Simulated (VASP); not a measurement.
# HfBi3O (P4/mmm) in VASP: relaxation of cell and atoms with PBE

Aim: the relaxation of cell and atoms of HfBi3O with PBE.

Everything below comes from runs of VASP 6.6.1. Logs are shortened: lines on timing, memory, paths and dates and some standing lists are left out, and cuts for length are marked.

**1. The cell of the first run**

The structure is tetragonal, space group P4/mmm (No. 123). Conventional cell: a = 5.568 Å, b = 5.568 Å, c = 5.651 Å, α = 90.00°, β = 90.00°, γ = 90.00°. Within 3.7 Å of Hf (site symmetry 4/mmm) lie 6 Bi at 2.78 to 2.83 Å. Bi (site symmetry 4/mmm) has 2 Hf at 2.83 Å within 3.7 Å. Within 3.7 Å of Bi (site symmetry mmm) lie 2 Hf at 2.78 Å and 2 O at 2.78 Å. Within 3.7 Å of O (site symmetry 4/mmm) lie 4 Bi at 2.78 Å.

The cell was generated, and may not be a known phase.

**2. Relaxation of cell and atoms, PBE**

File INCAR:

```
SYSTEM = HfBi3O
PREC     = Accurate       ! precision mode
ENCUT    = 600            ! plane-wave cutoff, eV
EDIFF    = 1E-6           ! SCF threshold, eV
ISMEAR   = 0              ! smearing method
SIGMA    = 0.1            ! smearing width, eV
LREAL    = .FALSE.        ! projectors in reciprocal space
LASPH    = .TRUE.         ! aspherical terms in the spheres
NELM     = 80             ! most SCF steps
ALGO     = Fast           ! electronic algorithm
ISIF     = 3              ! what is computed and relaxed
LWAVE    = .FALSE.        ! write WAVECAR
LCHARG   = .FALSE.        ! write CHGCAR
GGA      = PE             ! functional
IBRION   = 2              ! ionic algorithm
NSW      = 100            ! ionic steps
EDIFFG   = -0.01          ! ionic threshold
```

File KPOINTS:

```
Automatic mesh
0
G
  8 8 8
  0 0 0
```

File POSCAR:

```
HfBi3O
1.0
    5.5675911332      0.0000000000      0.0000000000
    0.0000000000      5.5675911332      0.0000000000
    0.0000000000      0.0000000000      5.6511406412
Hf Bi O
1 3 1
Direct
    0.5000000000      0.5000000000      0.5000000000
    0.5000000000      0.5000000000      0.0000000000
    0.5000000000      0.0000000000      0.5000000000
    0.0000000000      0.5000000000      0.5000000000
    0.0000000000      0.0000000000      0.5000000000
```

Potentials or basis: VASP PAW PBE potentials, release 64 (Hf_pv, Bi_d, O).

On the command line:

```console
> cat potpaw_PBE.64/Hf_pv/POTCAR potpaw_PBE.64/Bi_d/POTCAR potpaw_PBE.64/O/POTCAR > POTCAR
> mpirun -np 1 vasp_std > vasp.out
```

OUTCAR:

```text
SYSTEM = HfBi3O
   PREC = Accurate
   ENCUT = 600
   EDIFF = 1E-6
   ISMEAR = 0
   LREAL = .FALSE.
   LASPH = .TRUE.
   NELM = 80
   ISIF = 3
   GGA = PE
   IBRION = 2
   NSW = 100
   EDIFFG = -0.01

 ion  position               nearest neighbor table
   1  0.500  0.500  0.500-   3 2.78   4 2.78   3 2.78   4 2.78   2 2.83   2 2.83
   2  0.500  0.500  0.000-   1 2.83   1 2.83
   3  0.500  0.000  0.500-   1 2.78   5 2.78   1 2.78   5 2.78
   4  0.000  0.500  0.500-   1 2.78   5 2.78   5 2.78   1 2.78
   5  0.000  0.000  0.500-   3 2.78   4 2.78   4 2.78   3 2.78

  LATTYP: Found a simple tetragonal cell.
 ALAT       =     5.5675911332
 C/A-ratio  =     1.0150064015

  Lattice vectors:

 A1 = (   5.5675911332,   0.0000000000,   0.0000000000)
 A2 = (   0.0000000000,   5.5675911332,   0.0000000000)
 A3 = (   0.0000000000,   0.0000000000,   5.6511406412)

Analysis of symmetry for initial positions (statically):
=====================================================================
 Subroutine PRICEL returns:
 Original cell was already a primitive cell.

 Routine SETGRP: Setting up the symmetry group for a
 simple tetragonal supercell.

 Subroutine GETGRP returns: Found 16 space group operations
 (whereof 16 operations were pure point group operations)
 out of a pool of 16 trial point group operations.

The static configuration has the point symmetry D_4h.

Analysis of symmetry for dynamics (positions and initial velocities):
=====================================================================
 Subroutine PRICEL returns:
 Original cell was already a primitive cell.

 Routine SETGRP: Setting up the symmetry group for a
 simple tetragonal supercell.

 Subroutine GETGRP returns: Found 16 space group operations
 (whereof 16 operations were pure point group operations)
 out of a pool of 16 trial point group operations.

The dynamic configuration has the point symmetry D_4h.

 Subroutine INISYM returns: Found 16 space group operations
 (whereof 16 operations are pure point group operations),
 and found     1 'primitive' translations

----------------------------------------------------------------------------------------

                                     Primitive cell

  volume of cell :     175.1745

  direct lattice vectors                    reciprocal lattice vectors
     5.567591133  0.000000000  0.000000000     0.179610890  0.000000000  0.000000000
     0.000000000  5.567591133  0.000000000     0.000000000  0.179610890  0.000000000
     0.000000000  0.000000000  5.651140641     0.000000000  0.000000000  0.176955426

  length of vectors
     5.567591133  5.567591133  5.651140641     0.179610890  0.179610890  0.176955426

  position of ions in fractional coordinates (direct lattice)
     0.500000000  0.500000000  0.500000000
     0.500000000  0.500000000  0.000000000
     0.500000000  0.000000000  0.500000000
     0.000000000  0.500000000  0.500000000
     0.000000000  0.000000000  0.500000000

  ion indices of the primitive-cell ions
   primitive index   ion index
                 1           1
                 2           2
                 3           3
                 4           4
                 5           5

----------------------------------------------------------------------------------------

 KPOINTS: Automatic mesh

Automatic generation of k-mesh.
 Grid dimensions read from file:
 generate k-points for:    8    8    8

 Generating k-lattice:

  Cartesian coordinates                     Fractional coordinates (reciprocal lattice)
     0.022451361  0.000000000  0.000000000     0.125000000  0.000000000  0.000000000
     0.000000000  0.022451361  0.000000000     0.000000000  0.125000000  0.000000000
     0.000000000  0.000000000  0.022119428     0.000000000  0.000000000  0.125000000

  Length of vectors
     0.022451361  0.022451361  0.022119428

  Shift w.r.t. Gamma in fractional coordinates (k-lattice)
     0.000000000  0.000000000  0.000000000

 Subroutine IBZKPT returns following result:
 ===========================================

 Found     75 irreducible k-points:

 Following reciprocal coordinates:
            Coordinates               Weight
  0.000000  0.000000  0.000000      1.000000
  0.125000  0.000000  0.000000      4.000000
  0.250000  0.000000  0.000000      4.000000
  0.375000  0.000000  0.000000      4.000000
  0.500000  0.000000  0.000000      2.000000
  0.125000  0.125000  0.000000      4.000000
[... 16 lines left out ...]
  0.375000  0.125000  0.125000     16.000000
  0.500000  0.125000  0.125000      8.000000
 [... further k-points ...]
   k-points           NKPTS =     75   k-points in BZ     NKDIM =     75   number of bands    NBANDS=     36
   number of dos      NEDOS =    301   number of ions     NIONS =      5
   total plane-waves  NPLWV = 110592
   dimension x,y,z NGX =    48 NGY =   48 NGZ =   48
   dimension x,y,z NGXF=    96 NGYF=   96 NGZF=   96
   ions per type =               1   3   1
   NGX,Y,Z   is equivalent  to a cutoff of  14.33, 14.33, 14.12 a.u.
   NGXF,Y,Z  is equivalent  to a cutoff of  28.67, 28.67, 28.24 a.u.
 SYSTEM =  HfBi3O
   PREC   = accura    normal or accurate (medium, high low for compatibility)
   ISTART =      0    job   : 0-new  1-cont  2-samecut
   ICHARG =      2    charge: 1-file 2-atom 10-const
   ISPIN  =      1    spin polarized calculation?
   LNONCOLLINEAR =      F non collinear calculations
   LSORBIT =      F    spin-orbit coupling
   LASPH  =      T    aspherical Exc in radial PAW
   ENCUT  =  600.0 eV  44.10 Ry    6.64 a.u.  11.12 11.12 11.29*2*pi/ulx,y,z
   NELM   =     80;   NELMIN=  2; NELMDL= -5     # of ELM steps
   EDIFF  = 0.1E-05   stopping-criterion for ELM
   LREAL  =      F    real-space projection
   EDIFFG = -.1E-01   stopping-criterion for IOM
   NSW    =    100    number of steps for IOM
   IBRION =      2    ionic relax: 0-MD 1-quasi-New 2-CG
   NFREE  =      1    steps in history (QN), initial steepest desc. (CG)
   ISIF   =      3    stress and relaxation
   ISYM   =      2    0-nonsym 1-usesym 2-fastsym
   POTIM  = 0.5000    time-step for ionic-motion
   TEBEG  =    0.0;   TEEND  =   0.0 temperature during run
   PSTRESS=    0.0 pullay stress
   NELECT =      61.0000    total number of electrons
   NUPDOWN=      -1.0000    fix difference up-down
   EMIN   =  10.00;   EMAX   =-10.00  energy-range for DOS
   EFERMI =   0.00;   METHOD = LEGACY
   ISMEAR =     0;   SIGMA  =   0.10  broadening in eV -4-tet -1-fermi 0-gaus
   EFERMI_NEDOS =   21; number of points for ismear=-14 and -15
   IALGO  =     68    algorithm
   IMIX   =      4    mixing-type and parameters
     AMIX     =   0.40;   BMIX     =  1.00
     AMIX_MAG =   1.60;   BMIX_MAG =  1.00
  volume/ion in A,a.u.               =      35.03       236.43
  Fermi-wavevector in a.u.,A,eV,Ry     =   1.151758  2.176507 18.048756  1.326546
  Thomas-Fermi vector in A             =   2.288413
   LORBIT       =      0    0 simple, 1 ext, 2 COOP (PROOUT), +10 PAW based schemes
   GGA     = PE    functional components
   LHFCALC =     F    Hartree Fock is set to
   AEXX    =    0.0000 exact exchange contribution
   IVDW    =     0    specifies the selected vdW correction
   LEPSILON=     F    determine dielectric tensor
   LRPA    =     F    only Hartree local field effects (RPA)
 conjugate gradient relaxation of ions
 non-spin polarized calculation
 RMM-DIIS sequential band-by-band and
 Gauss-broadening in eV      SIGMA  =   0.10
  energy-cutoff  :      600.00
  volume of cell :      175.17
 maximum number of plane-waves:      5886
 NGX is ok and might be reduce to    48
   NGX = 23   NGY = 23   NGZ = 23

--------------------------------------- Ionic step        1  -------------------------------------------

 number of electron      61.0000001 magnetization

 Free energy of the ion-electron system (eV)
  ---------------------------------------------------
  ext. energy  EPLUGINS =         0.00000000
  ---------------------------------------------------
  free energy    TOTEN  =       -25.33769830 eV

  energy without entropy =      -25.32332474  energy(sigma->0) =      -25.33051152

------------------------ aborting loop because EDIFF is reached ----------------------------------------

  FORCE on cell =-STRESS in cart. coord.  units (eV):
  Direction    XX          YY          ZZ          XY          YZ          ZX
  --------------------------------------------------------------------------------------
  -------------------------------------------------------------------------------------
  Total       -0.3117764     -0.3117764     -0.1229555      0.0000000      0.0000000      0.0000000
  in kB       -2.8515631     -2.8515631     -1.1245735      0.0000000      0.0000000      0.0000000
  external PRESSURE =      -2.2758999 kB  Pullay stress =       0.0000000 kB
[... 63 lines left out ...]
  energy  without entropy=      -25.3237707303  energy(sigma->0) =      -25.33092071

--------------------------------------- Ionic step        3  -------------------------------------------

 number of electron      60.9999999 magnetization

 Free energy of the ion-electron system (eV)
  ---------------------------------------------------
  ext. energy  EPLUGINS =         0.00000000
  ---------------------------------------------------
  free energy    TOTEN  =       -25.33832017 eV

  energy without entropy =      -25.32399085  energy(sigma->0) =      -25.33115551

 E-fermi :   3.2908     XC(G=0):  -8.3939

 val. band max:        3.2896034816   @ k =   0.2500   0.2500   0.0000
 cond. band min:       3.2961104113   @ k =   0.5000   0.1250   0.5000
 fundamental gap:      0.0065069297
 Fermi energy:         3.2907905798

 k-point     1 :       0.0000    0.0000    0.0000
  band No.  band energies     occupation
      1     -27.5627      2.00000
      2     -27.5627      2.00000
      3     -27.4964      2.00000
      4     -19.5413      2.00000
      5     -19.5252      2.00000
      6     -19.5252      2.00000
[... 925 lines left out ...]
     35       5.0184      0.00000
     36       6.6150      0.00000

 [... further k-points ...]
[... 5 lines left out ...]
  --------------------------------------------------------------------------------------
  -------------------------------------------------------------------------------------
  Total        0.0104166      0.0104166     -0.0234571      0.0000000      0.0000000      0.0000000
  in kB        0.0956946      0.0956946     -0.2154941      0.0000000      0.0000000      0.0000000
  external PRESSURE =      -0.0080350 kB  Pullay stress =       0.0000000 kB
[... 20 lines left out ...]
  FREE ENERGIE OF THE ION-ELECTRON SYSTEM (eV)
  ---------------------------------------------------
  free  energy   TOTEN  =       -25.3383201678 eV

  energy  without entropy=      -25.3239908521  energy(sigma->0) =      -25.33115551

 reached required accuracy - stopping structural energy minimisation
```

Run time: 17 min. Hardware: 1 thread of Oxide Virtual Turin-like, shared host; peak memory 0.68 GiB.

Results:

* Free energy: -25.3383 eV
* Relaxed volume: 34.88 Å³/atom
* Relaxed cell: a = 5.557 Å, b = 5.557 Å, c = 5.647 Å, α = 90.00°, β = 90.00°, γ = 90.00°
* Space group after relaxing (to 0.1 Å): P4/mmm (No. 123)
* Energy gained by relaxing: 0.1 meV/atom
* Ionic steps: 3
* Pressure after relaxing: 0.0 GPa
* Band gap on the k mesh: zero (an odd number of electrons rules out a gap without spin polarisation)

Step by step:
```
step  energy change (eV)  largest force (eV/Å)  pressure (GPa)  volume (Å³)
   1              0.0000                0.0000           -0.23       175.17
   2             -0.0004                0.0000            0.14       173.92
   3             -0.0006                0.0000            0.00       174.40
```

Final structure:
```
Hf Bi O
1.0
     5.55731    0.00000    0.00000
     0.00000    5.55731    0.00000
     0.00000    0.00000    5.64702
Hf Bi O
1 3 1
Direct
  0.50000 0.50000 0.50000
  0.50000 0.50000 0.00000
  0.50000 0.00000 0.50000
  0.00000 0.50000 0.50000
  0.00000 0.00000 0.50000
```

Caveat: spin-orbit coupling is left out, which moves the levels of the heavy elements.
